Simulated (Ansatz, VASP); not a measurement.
Two plane-wave programs on CoSi2

File INCAR:

```
PREC     = Accurate       # precision mode
ENCUT    = 520            # plane-wave cutoff, eV
EDIFF    = 1E-6           # SCF threshold, eV
ISMEAR   = 0              # smearing method
SIGMA    = 0.05           # smearing width, eV
LREAL    = False          # projectors in reciprocal space
LASPH    = True           # aspherical terms in the spheres
NELM     = 60             # most SCF steps
ALGO     = Normal         # electronic algorithm
ISIF     = 2              # what is computed and relaxed
LWAVE    = False          # write WAVECAR
LCHARG   = False          # write CHGCAR
GGA      = PE             # functional
NBANDS   = 16             # bands
```

The input KPOINTS:

```
regular mesh
0
Gamma
  12 12 12
```

POSCAR

```
CoSi2
1.0
    0.0000000000      2.6824999877      2.6824999877
    2.6824999877      0.0000000000      2.6824999877
    2.6824999877      2.6824999877      0.0000000000
Co Si
1 2
Direct
    0.0000000000      0.0000000000      0.0000000000
    0.2500000000      0.2500000000      0.2500000000
    0.7500000000      0.7500000000      0.7500000000
```

Input for Ansatz:

```yaml
crystal:
  lattice:
    - [0.0, 2.6824999877, 2.6824999877]
    - [2.6824999877, 0.0, 2.6824999877]
    - [2.6824999877, 2.6824999877, 0.0]
  atoms:
    - { symbol: Co, position: [0.0, 0.0, 0.0] }
    - { symbol: Si, position: [0.25, 0.25, 0.25] }
    - { symbol: Si, position: [0.75, 0.75, 0.75] }
basis:
  ecutwfc: 420
  ecutrho_ratio: 4
kpoints:
  mp_grid: { grid: [12, 12, 12] }
hamiltonian:
  xc: pbe
scf:
  occupations: { method: gaussian, width: 0.05 }
output:
  forces: true
  stress: true
  eigenvalues: true
  eigenstates:
    nscf_kmesh: { grid: [20, 20, 20] }
    de_dk: true
    e_range: [-2.5, 2.5]
  write_density: true
  write_potential: true
  elf: true
  volumetric_format: npy
```

Alike in both runs: task single point; functional PBE; k mesh 12 × 12 × 12; occupations gaussian, width 0.05 eV; no spin polarisation.

|  | VASP | Ansatz |
| --- | --- | --- |
| version | VASP 6.6.1 | Ansatz 0.2.0 |
| potentials or method | VASP PAW PBE potentials, release 64 (Co, Si), cutoff 520 eV | scalar-relativistic, plane waves, PAW |
| valence electrons in the cell | 17 | 25 |

|  | VASP | Ansatz | Ansatz less VASP |
| --- | --- | --- | --- |
| gap on the k mesh at the Fermi level (eV) | none | none | - |
| pressure (GPa) | -0.8 | -0.5 | +0.23 |

A gap of «none» marks a metal or a gap that the smearing closes. With one functional, cell and mesh, what is left measures potentials, basis and numerics. VASP's potentials hold 17 valence electrons a cell and Ansatz's 25, so a difference there can come from the potentials and not from the codes.
